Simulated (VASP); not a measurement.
# CdSe (P6_3mc) in VASP: further runs, part 2 of 2

VASP 6.6.1. Earlier steps stand in the parts before.

### Step 3. Relaxation of shape and atoms at fixed volume, PBE (31.54 Å³/atom)

This run uses another cell than the first one, of 31.54 Å³/atom.

INCAR

```
  ALGO = Normal
  EDIFF = 1E-6
  EDIFFG = -0.01
  ENCUT = 600
  GGA = PE
  IBRION = 2
  ISIF = 4
  ISMEAR = 0
  LASPH = T
  LCHARG = F
  LREAL = F
  LWAVE = F
  NELM = 80
  NSW = 50
  PREC = Accurate
  SIGMA = 0.02
```

KPOINTS

```
k-points
0
Gamma
  9 9 6
```

POSCAR

```
CdSe
1.0
    4.4685091402      0.0000000000      0.0000000000
   -2.2342545701      3.8698424324      0.0000000000
    0.0000000000      0.0000000000      7.2959703475
Cd Se
2 2
Direct
    0.3333333333      0.6666666667      0.0046130448
    0.6666666667      0.3333333333      0.5046130448
    0.3333333333      0.6666666667      0.3803869552
    0.6666666667      0.3333333333      0.8803869552
```

Potentials or basis: VASP PAW PBE potentials, release 64 (Cd, Se).

Run with:

```bash
$ cat potpaw_PBE.64/Cd/POTCAR potpaw_PBE.64/Se/POTCAR > POTCAR
$ mpirun -np 1 vasp_std > vasp.out
```

OUTCAR:

```text
EDIFF = 1E-6
   EDIFFG = -0.01
   ENCUT = 600
   GGA = PE
   IBRION = 2
   ISIF = 4
   ISMEAR = 0
   LASPH = T
   LREAL = F
   NELM = 80
   NSW = 50
   PREC = Accurate

 ion  position               nearest neighbor table
   1  0.333  0.667  0.005-   4 2.73   4 2.73   4 2.73   3 2.74
   2  0.667  0.333  0.505-   3 2.73   3 2.73   3 2.73   4 2.74
   3  0.333  0.667  0.380-   2 2.73   2 2.73   2 2.73   1 2.74
   4  0.667  0.333  0.880-   1 2.73   1 2.73   1 2.73   2 2.74

  LATTYP: Found a hexagonal cell.
 ALAT       =     4.4685091402
 C/A-ratio  =     1.6327526964

  Lattice vectors:

 A1 = (   4.4685091402,   0.0000000000,   0.0000000000)
 A2 = (  -2.2342545701,   3.8698424324,   0.0000000000)
 A3 = (   0.0000000000,   0.0000000000,   7.2959703475)

Analysis of symmetry for initial positions (statically):
=====================================================================
 Subroutine PRICEL returns:
 Original cell was already a primitive cell.

 Routine SETGRP: Setting up the symmetry group for a
 hexagonal supercell.

 Subroutine GETGRP returns: Found 12 space group operations
 (whereof  6 operations were pure point group operations)
 out of a pool of 24 trial point group operations.

The static configuration has the point symmetry C_3v.
 The point group associated with its full space group is C_6v.

Analysis of symmetry for dynamics (positions and initial velocities):
=====================================================================
 Subroutine PRICEL returns:
 Original cell was already a primitive cell.

 Routine SETGRP: Setting up the symmetry group for a
 hexagonal supercell.

 Subroutine GETGRP returns: Found 12 space group operations
 (whereof  6 operations were pure point group operations)
 out of a pool of 24 trial point group operations.

The dynamic configuration has the point symmetry C_3v.
 The point group associated with its full space group is C_6v.

 Subroutine INISYM returns: Found 12 space group operations
[... 116 lines left out ...]
   ISMEAR =     0;   SIGMA  =   0.02  broadening in eV -4-tet -1-fermi 0-gaus
   EFERMI_NEDOS =   21; number of points for ismear=-14 and -15
   IALGO  =     38    algorithm
   IMIX   =      4    mixing-type and parameters
     AMIX     =   0.40;   BMIX     =  1.00
     AMIX_MAG =   1.60;   BMIX_MAG =  1.00
  volume/ion in A,a.u.               =      31.54       212.85
  Fermi-wavevector in a.u.,A,eV,Ry     =   1.077778  2.036705 15.804603  1.161606
  Thomas-Fermi vector in A             =   2.213699
   LORBIT       =      0    0 simple, 1 ext, 2 COOP (PROOUT), +10 PAW based schemes
   GGA     = PE    functional components
   LHFCALC =     F    Hartree Fock is set to
   AEXX    =    0.0000 exact exchange contribution
   IVDW    =     0    specifies the selected vdW correction
   LEPSILON=     F    determine dielectric tensor
   LRPA    =     F    only Hartree local field effects (RPA)
 conjugate gradient relaxation of ions
 non-spin polarized calculation
 Gauss-broadening in eV      SIGMA  =   0.02
  energy-cutoff  :      600.00
  volume of cell :      126.17
 maximum number of plane-waves:      4248
 NGX is ok and might be reduce to    36
   NGX = 17   NGY = 17   NGZ = 29

 number of electron      35.9999999 magnetization

 Free energy of the ion-electron system (eV)
  ---------------------------------------------------
  ext. energy  EPLUGINS =         0.00000000
  ---------------------------------------------------
  free energy    TOTEN  =       -10.95122728 eV

  energy without entropy =      -10.95122728  energy(sigma->0) =      -10.95122728

 E-fermi :   0.2018     XC(G=0):  -8.3698

 val. band max:        0.1049215644   @ k =   0.0000   0.0000   0.0000
 cond. band min:       0.5181339670   @ k =   0.0000   0.0000   0.0000
 fundamental gap:      0.4132124026
 Fermi energy:         0.2017671068

 k-point     1 :       0.0000    0.0000    0.0000
  band No.  band energies     occupation
      1     -11.9198      2.00000
      2     -11.6362      2.00000
      3      -7.5112      2.00000
      4      -7.5070      2.00000
      5      -7.5070      2.00000
      6      -7.4588      2.00000
[... 589 lines left out ...]
     21       4.7286      0.00000
     22       6.4796      0.00000

 [... further k-points ...]
[... 5 lines left out ...]
  --------------------------------------------------------------------------------------
  -------------------------------------------------------------------------------------
  Total       -1.6606170     -1.6606170     -1.6741830      0.0000000      0.0000000      0.0000000
  in kB      -21.0882758    -21.0882758    -21.2605507      0.0000000      0.0000000      0.0000000
  external PRESSURE =     -21.1457008 kB  Pullay stress =       0.0000000 kB

 VOLUME and BASIS-vectors are now :
 -----------------------------------------------------------------------------
  energy-cutoff  :      600.00
  volume of cell :      126.17
      direct lattice vectors                 reciprocal lattice vectors
     4.468509140  0.000000000  0.000000000     0.223788286  0.129204227  0.000000000
    -2.234254570  3.869842432  0.000000000     0.000000000  0.258408454  0.000000000
     0.000000000  0.000000000  7.295970347     0.000000000  0.000000000  0.137061961

 POSITION                                       TOTAL-FORCE (eV/Angst)
 -----------------------------------------------------------------------------------
     -0.00000      2.57989      0.03366         0.000000     -0.000000     -0.002129
      2.23425      1.28995      3.68164        -0.000000      0.000000     -0.002129
     -0.00000      2.57989      2.77529        -0.000000      0.000000      0.002129
      2.23425      1.28995      6.42328         0.000000     -0.000000      0.002129
 -----------------------------------------------------------------------------------
    total drift:                               -0.000000     -0.000000     -0.000371

  FREE ENERGIE OF THE ION-ELECTRON SYSTEM (eV)
  ---------------------------------------------------
  free  energy   TOTEN  =       -10.9512272802 eV

  energy  without entropy=      -10.9512272802  energy(sigma->0) =      -10.95122728

 reached required accuracy - stopping structural energy minimisation
```

OSZICAR:

```text
N       E                     dE             d eps       ncg     rms          rms(c)
DAV:   1     0.255028314579E+03    0.25503E+03   -0.18126E+04  2112   0.161E+03
DAV:   2     0.338793859271E+01   -0.25164E+03   -0.24615E+03  2334   0.358E+02
DAV:   3    -0.115974393929E+02   -0.14985E+02   -0.14929E+02  2544   0.852E+01
DAV:   4    -0.117473404884E+02   -0.14990E+00   -0.14982E+00  2322   0.850E+00
DAV:   5    -0.117486638365E+02   -0.13233E-02   -0.13233E-02  2568   0.741E-01    0.694E+00
DAV:   6    -0.109797835820E+02    0.76888E+00   -0.17741E+00  2468   0.121E+01    0.567E+00
DAV:   7    -0.109505838043E+02    0.29200E-01   -0.48466E-01  2370   0.380E+00    0.257E+00
DAV:   8    -0.109511525042E+02   -0.56870E-03   -0.42844E-02  2268   0.227E+00    0.309E-01
DAV:   9    -0.109508972776E+02    0.25523E-03   -0.80276E-03  2532   0.103E+00    0.935E-02
DAV:  10    -0.109511351302E+02   -0.23785E-03   -0.89400E-04  2220   0.320E-01    0.767E-02
DAV:  11    -0.109512565446E+02   -0.12141E-03   -0.30248E-04  2364   0.113E-01    0.231E-02
DAV:  12    -0.109512248477E+02    0.31697E-04   -0.10324E-04  2402   0.918E-02    0.614E-03
DAV:  13    -0.109512271205E+02   -0.22728E-05   -0.14513E-05  2370   0.200E-02    0.510E-03
DAV:  14    -0.109512272802E+02   -0.15971E-06   -0.42743E-07  1626   0.661E-03
   1 F= -.10951227E+02 E0= -.10951227E+02  d E =-.109512E+02
```

Wall time 4.6 min (1 thread of Oxide Virtual Turin-like, shared host); peak memory 0.33 GiB.

What came out:

| Quantity | Value |
| --- | --- |
| Free energy | -10.9512 eV |
| Pressure after relaxing | -2.1 GPa |
| Band gap on the k mesh | 0.41 eV |

Forces in eV/Å, atoms in the order of the input:
```
Cd   0.000  0.000 -0.002
Cd   0.000  0.000 -0.002
Se   0.000  0.000  0.002
Se   0.000  0.000  0.002
```

Final structure:
```
CELL_PARAMETERS angstrom
4.46851 0.00000 0.00000
-2.23425 3.86984 0.00000
0.00000 0.00000 7.29597
ATOMIC_POSITIONS crystal
Cd 0.33333 0.66667 0.00461
Cd 0.66667 0.33333 0.50461
Se 0.33333 0.66667 0.38039
Se 0.66667 0.33333 0.88039
```

Caveat: the relaxation stopped at its first step, so nothing moved; semilocal functionals underestimate gaps, and a narrow one can read as zero.
